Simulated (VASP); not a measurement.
# Al (Fm-3m) in VASP: further runs

Al is run at these levels: PBEsol; tasks: single point.

Everything below comes from runs of VASP 6.6.1. Logs are shortened: lines on timing, memory, paths and dates and some standing lists are left out, and cuts for length are marked.

**1. The cell of the first run**

Symmetry: Fm-3m, No. 225, cubic system. Conventional cell: a = 4.061 Å, b = 4.061 Å, c = 4.061 Å, α = 90.00°, β = 90.00°, γ = 90.00°. Within 3.8 Å of Al (site symmetry m-3m) lie 12 Al at 2.87 Å.

**2. Single point, PBEsol (volume scaled by 1.01)**

Contents of INCAR:

```
SYSTEM = Al
PREC = Accurate
ENCUT = 520
EDIFF = 1E-7
ISMEAR = -1
SIGMA = 0.05
LREAL = .False.
LASPH = .True.
NELM = 60
ALGO = Normal
ISIF = 2
LWAVE = .False.
LCHARG = .False.
GGA = PS
NBANDS = 8
```

Contents of KPOINTS:

```
regular mesh
0
Gamma
  14 14 14
  0 0 0
```

Contents of POSCAR:

```
Al
1.0
    0.0000000000      2.0307042354      2.0307042354
    2.0307042354      0.0000000000      2.0307042354
    2.0307042354      2.0307042354      0.0000000000
Al
1
Direct
    0.0000000000      0.0000000000      0.0000000000
```

Potentials or basis: VASP PAW PBE potentials, release 64 (Al).

Launch:

```
> cat potpaw_PBE.64/Al/POTCAR > POTCAR
> mpirun -np 1 vasp_std > vasp.out
```

OUTCAR:

```text
SYSTEM = Al
   PREC = Accurate
   ENCUT = 520
   EDIFF = 1E-7
   ISMEAR = -1
   LREAL = .False.
   LASPH = .True.
   NELM = 60
   ISIF = 2
   GGA = PS

 ion  position               nearest neighbor table
   1  0.000  0.000  0.000-

  LATTYP: Found a face centered cubic cell.
 ALAT       =     4.0614084708

  Lattice vectors:

 A1 = (   0.0000000000,   2.0307042354,   2.0307042354)
 A2 = (   2.0307042354,   0.0000000000,   2.0307042354)
 A3 = (   2.0307042354,   2.0307042354,   0.0000000000)

Analysis of symmetry for initial positions (statically):
[... 5 lines left out ...]
 face centered cubic supercell.

 Subroutine GETGRP returns: Found 48 space group operations
 (whereof 48 operations were pure point group operations)
 out of a pool of 48 trial point group operations.

The static configuration has the point symmetry O_h .

Analysis of symmetry for dynamics (positions and initial velocities):
[... 5 lines left out ...]
 face centered cubic supercell.

 Subroutine GETGRP returns: Found 48 space group operations
 (whereof 48 operations were pure point group operations)
 out of a pool of 48 trial point group operations.

The dynamic configuration has the point symmetry O_h .

 Subroutine INISYM returns: Found 48 space group operations
 (whereof 48 operations are pure point group operations),
 and found     1 'primitive' translations

----------------------------------------------------------------------------------------

                                     Primitive cell

  volume of cell :      16.7483

  direct lattice vectors                    reciprocal lattice vectors
     0.000000000  2.030704235  2.030704235    -0.246220002  0.246220002  0.246220002
     2.030704235  0.000000000  2.030704235     0.246220002 -0.246220002  0.246220002
     2.030704235  2.030704235  0.000000000     0.246220002  0.246220002 -0.246220002

  length of vectors
     2.871849471  2.871849471  2.871849471     0.426465553  0.426465553  0.426465553

  position of ions in fractional coordinates (direct lattice)
     0.000000000  0.000000000  0.000000000

  ion indices of the primitive-cell ions
   primitive index   ion index
                 1           1

----------------------------------------------------------------------------------------

 KPOINTS: regular mesh

Automatic generation of k-mesh.
 Grid dimensions read from file:
 generate k-points for:   14   14   14

 Generating k-lattice:

  Cartesian coordinates                     Fractional coordinates (reciprocal lattice)
    -0.017587143  0.017587143  0.017587143     0.071428571  0.000000000  0.000000000
     0.017587143 -0.017587143  0.017587143     0.000000000  0.071428571  0.000000000
     0.017587143  0.017587143 -0.017587143     0.000000000  0.000000000  0.071428571

  Length of vectors
     0.030461825  0.030461825  0.030461825

  Shift w.r.t. Gamma in fractional coordinates (k-lattice)
     0.000000000  0.000000000  0.000000000

 Subroutine IBZKPT returns following result:
 ===========================================

 Found    104 irreducible k-points:

 Following reciprocal coordinates:
            Coordinates               Weight
  0.000000  0.000000  0.000000      1.000000
  0.071429  0.000000  0.000000      8.000000
  0.142857  0.000000  0.000000      8.000000
  0.214286  0.000000  0.000000      8.000000
  0.285714  0.000000  0.000000      8.000000
  0.357143  0.000000  0.000000      8.000000
[... 16 lines left out ...]
  0.214286  0.142857  0.000000     24.000000
  0.285714  0.142857  0.000000     24.000000
 [... further k-points ...]
   k-points           NKPTS =    104   k-points in BZ     NKDIM =    104   number of bands    NBANDS=      8
   number of dos      NEDOS =    301   number of ions     NIONS =      1
   total plane-waves  NPLWV =  13824
   dimension x,y,z NGX =    24 NGY =   24 NGZ =   24
   dimension x,y,z NGXF=    48 NGYF=   48 NGZF=   48
   ions per type =               1
   NGX,Y,Z   is equivalent  to a cutoff of  13.89, 13.89, 13.89 a.u.
   NGXF,Y,Z  is equivalent  to a cutoff of  27.79, 27.79, 27.79 a.u.
 SYSTEM =  Al
   PREC   = accura    normal or accurate (medium, high low for compatibility)
   ISTART =      0    job   : 0-new  1-cont  2-samecut
   ICHARG =      2    charge: 1-file 2-atom 10-const
   ISPIN  =      1    spin polarized calculation?
   LNONCOLLINEAR =      F non collinear calculations
   LSORBIT =      F    spin-orbit coupling
   LASPH  =      T    aspherical Exc in radial PAW
   ENCUT  =  520.0 eV  38.22 Ry    6.18 a.u.   5.34  5.34  5.34*2*pi/ulx,y,z
   NELM   =     60;   NELMIN=  2; NELMDL= -5     # of ELM steps
   EDIFF  = 0.1E-06   stopping-criterion for ELM
   LREAL  =      F    real-space projection
   EDIFFG = 0.1E-05   stopping-criterion for IOM
   NSW    =      0    number of steps for IOM
   IBRION =     -1    ionic relax: 0-MD 1-quasi-New 2-CG
   NFREE  =      0    steps in history (QN), initial steepest desc. (CG)
   ISIF   =      2    stress and relaxation
   ISYM   =      2    0-nonsym 1-usesym 2-fastsym
   POTIM  = 0.5000    time-step for ionic-motion
   TEBEG  =    0.0;   TEEND  =   0.0 temperature during run
   PSTRESS=    0.0 pullay stress
   NELECT =       3.0000    total number of electrons
   NUPDOWN=      -1.0000    fix difference up-down
   EMIN   =  10.00;   EMAX   =-10.00  energy-range for DOS
[... 5 lines left out ...]
     AMIX     =   0.40;   BMIX     =  1.00
     AMIX_MAG =   1.60;   BMIX_MAG =  1.00
  volume/ion in A,a.u.               =      16.75       113.02
  Fermi-wavevector in a.u.,A,eV,Ry     =   0.922838  1.743910 11.587117  0.851629
  Thomas-Fermi vector in A             =   2.048408
   LORBIT       =      0    0 simple, 1 ext, 2 COOP (PROOUT), +10 PAW based schemes
   GGA     = PS    functional components
   LHFCALC =     F    Hartree Fock is set to
   AEXX    =    0.0000 exact exchange contribution
   IVDW    =     0    specifies the selected vdW correction
   LEPSILON=     F    determine dielectric tensor
   LRPA    =     F    only Hartree local field effects (RPA)
 non-spin polarized calculation
  energy-cutoff  :      520.00
  volume of cell :       16.75
 maximum number of plane-waves:       465
 NGX is ok and might be reduce to    24
   NGX = 11   NGY = 11   NGZ = 11

 number of electron       3.0000000 magnetization

 Free energy of the ion-electron system (eV)
  ---------------------------------------------------
  ext. energy  EPLUGINS =         0.00000000
  ---------------------------------------------------
  free energy    TOTEN  =        -4.08158298 eV

  energy without entropy =       -4.07728421  energy(sigma->0) =       -4.07943359

 E-fermi :   7.7658     XC(G=0): -10.2029

 val. band max:        7.6964630840   @ k =  -0.2857   0.5000   0.2143
 cond. band min:       7.7689255619   @ k =  -0.3571   0.4286   0.2143
 fundamental gap:      0.0724624779
 Fermi energy:         7.7658128691

 k-point     1 :       0.0000    0.0000    0.0000
  band No.  band energies     occupation
      1      -3.2322      2.00000
      2      20.3079      0.00000
      3      20.3079      0.00000
      4      20.3079      0.00000
      5      21.6866      0.00000
      6      21.6866      0.00000
      7      21.6866      0.00000
      8      24.1702      0.00000

 k-point     2 :       0.0714    0.0000    0.0000
  band No.  band energies     occupation
      1      -3.0949      2.00000
      2      18.1704      0.00000
      3      19.8337      0.00000
      4      19.8337      0.00000
      5      22.3671      0.00000
      6      22.3708      0.00000
      7      22.3708      0.00000
      8      25.5321      0.00000

 k-point     3 :       0.1429    0.0000    0.0000
  band No.  band energies     occupation
      1      -2.6839      2.00000
      2      15.3123      0.00000
      3      19.1949      0.00000
      4      19.1949      0.00000
      5      22.2979      0.00000
      6      23.4854      0.00000
      7      23.4854      0.00000
      8      25.0198      0.00000

 k-point     4 :       0.2143    0.0000    0.0000
  band No.  band energies     occupation
      1      -2.0015      2.00000
      2      12.5291      0.00000
      3      18.7285      0.00000
      4      18.7285      0.00000
      5      22.0806      0.00000
      6      23.0120      0.00000
      7      23.0120      0.00000
      8      25.6293      0.00000

 k-point     5 :       0.2857    0.0000    0.0000
  band No.  band energies     occupation
      1      -1.0515      2.00000
      2       9.9144      0.00000
      3      18.4778      0.00000
      4      18.4778      0.00000
      5      21.7640      0.00000
      6      21.7640      0.00000
      7      21.9603      0.00000
      8      25.7413      0.00000

 k-point     6 :       0.3571    0.0000    0.0000
  band No.  band energies     occupation
      1       0.1608      2.00000
      2       7.5025      1.98973
      3      18.4528      0.00000
      4      18.4528      0.00000
      5      20.6589      0.00000
      6      20.6589      0.00000
      7      22.0263      0.00000
      8      24.5855      0.00000

 k-point     7 :       0.4286    0.0000    0.0000
  band No.  band energies     occupation
      1       1.6288      2.00000
      2       5.3115      2.00000
      3      18.6561      0.00000
      4      18.6561      0.00000
      5      19.7671      0.00000
      6      19.7671      0.00000
      7      22.3168      0.00000
      8      23.6085      0.00000
[... 133 lines left out ...]
 k-point    20 :      -0.1429    0.0714    0.0000
  band No.  band energies     occupation
      1      -2.3651      2.00000
      2      14.4227      0.00000
      3      16.8753      0.00000
      4      20.4943      0.00000
      5      22.3900      0.00000
      6      22.9773      0.00000
      7      23.5733      0.00000
      8      24.2142      0.00000

 k-point    21 :      -0.0714    0.0714    0.0000
  band No.  band energies     occupation
      1      -2.8665      2.00000
      2      16.9762      0.00000
      3      17.7773      0.00000
      4      20.6636      0.00000
      5      21.8988      0.00000
      6      22.8573      0.00000
      7      23.6428      0.00000
      8      24.6823      0.00000

 k-point    22 :       0.1429    0.1429    0.0000
  band No.  band energies     occupation
      1      -2.5016      2.00000
      2      17.1983      0.00000
      3      17.1983      0.00000
      4      17.4558      0.00000
      5      20.2706      0.00000
      6      21.3683      0.00000
      7      25.8150      0.00000
      8      25.8150      0.00000

 k-point    23 :       0.2143    0.1429    0.0000
  band No.  band energies     occupation
      1      -2.0015      2.00000
      2      14.6940      0.00000
      3      16.5431      0.00000
      4      17.7942      0.00000
      5      19.5623      0.00000
      6      20.5376      0.00000
      7      26.3286      0.00000
      8      26.6237      0.00000

 k-point    24 :       0.2857    0.1429    0.0000
  band No.  band energies     occupation
      1      -1.2320      2.00000
      2      12.0355      0.00000
      3      16.1208      0.00000
      4      17.6715      0.00000
      5      18.0437      0.00000
      6      21.8806      0.00000
      7      25.7700      0.00000
      8      26.3351      0.00000

 [... further k-points ...]
[... 5 lines left out ...]
  --------------------------------------------------------------------------------------
  -------------------------------------------------------------------------------------
  Total       -0.2890116     -0.2890116     -0.2890116      0.0000000      0.0000000      0.0000000
  in kB      -27.6474955    -27.6474955    -27.6474955      0.0000000      0.0000000      0.0000000
  external PRESSURE =     -27.6474955 kB  Pullay stress =       0.0000000 kB

 VOLUME and BASIS-vectors are now :
 -----------------------------------------------------------------------------
  energy-cutoff  :      520.00
  volume of cell :       16.75
      direct lattice vectors                 reciprocal lattice vectors
     0.000000000  2.030704235  2.030704235    -0.246220002  0.246220002  0.246220002
     2.030704235  0.000000000  2.030704235     0.246220002 -0.246220002  0.246220002
     2.030704235  2.030704235  0.000000000     0.246220002  0.246220002 -0.246220002

 POSITION                                       TOTAL-FORCE (eV/Angst)
 -----------------------------------------------------------------------------------
      0.00000      0.00000      0.00000         0.000000      0.000000     -0.000000
 -----------------------------------------------------------------------------------
    total drift:                                0.000000     -0.000000     -0.000000

  FREE ENERGIE OF THE ION-ELECTRON SYSTEM (eV)
  ---------------------------------------------------
  free  energy   TOTEN  =        -4.0815829777 eV

  energy  without entropy=       -4.0772842067  energy(sigma->0) =       -4.07943359
```

Wall time 30 s (1 thread of Intel Xeon 8259CL, shared host); peak memory 0.11 GiB.

Results:

```
Free energy : -4.0816 eV
Pressure    : -2.8 GPa
```

Levels at points of the mesh, in eV from the Fermi level:
```csv
k point,band 1,band 2,band 3,band 4,band 5
"(0.00, 0.00, 0.00)",-11.00,12.54,12.54,12.54,13.92
"(0.50, 0.00, 0.00)",-4.51,-4.33,11.26,11.26,11.40
"(0.50, 0.50, 0.00)",-2.85,-1.58,5.28,5.55,5.55
```

Caveat: the PAW data sets were made with another functional, which shifts forces and pressure a little.

**3. Single point, PBEsol (volume scaled by 1.04)**

Contents of INCAR:

```
  PREC = Accurate
  ENCUT = 520
  EDIFF = 1E-7
  ISMEAR = -1
  SIGMA = 0.05
  LREAL = F
  LASPH = T
  NELM = 60
  ALGO = Normal
  ISIF = 2
  LWAVE = F
  LCHARG = T
  GGA = PS
  LELF = T
  LVHAR = T
  NBANDS = 8
```

Contents of KPOINTS:

```
Automatic mesh
0
Gamma
  14 14 14
```

Contents of POSCAR:

```
Al
1.0
    0.0000000000      2.0506143701      2.0506143701
    2.0506143701      0.0000000000      2.0506143701
    2.0506143701      2.0506143701      0.0000000000
Al
1
Direct
    0.0000000000      0.0000000000      0.0000000000
```

Potentials or basis: VASP PAW PBE potentials, release 64 (Al).

Launch:

```
> cat potpaw_PBE.64/Al/POTCAR > POTCAR
> mpirun -np 1 vasp_std > vasp.out
```

Wall time 27 s (1 thread of Intel Xeon 8259CL, shared host); peak memory 0.11 GiB.

Results (log left out):

| Item | Value |
| --- | --- |
| Free energy | -4.0700 eV |
| Pressure | -4.6 GPa |

Levels at points of the mesh, in eV from the Fermi level:
| k point | band 1 | band 2 | band 3 | band 4 | band 5 |
| --- | --- | --- | --- | --- | --- |
| (0.00, 0.00, 0.00) | -10.80 | 12.38 | 12.38 | 12.38 | 13.54 |
| (0.50, 0.00, 0.00) | -4.40 | -4.29 | 10.96 | 10.96 | 11.26 |
| (0.50, 0.50, 0.00) | -2.79 | -1.58 | 5.27 | 5.41 | 5.41 |

Caveat: the PAW data sets were made with another functional, which shifts forces and pressure a little.
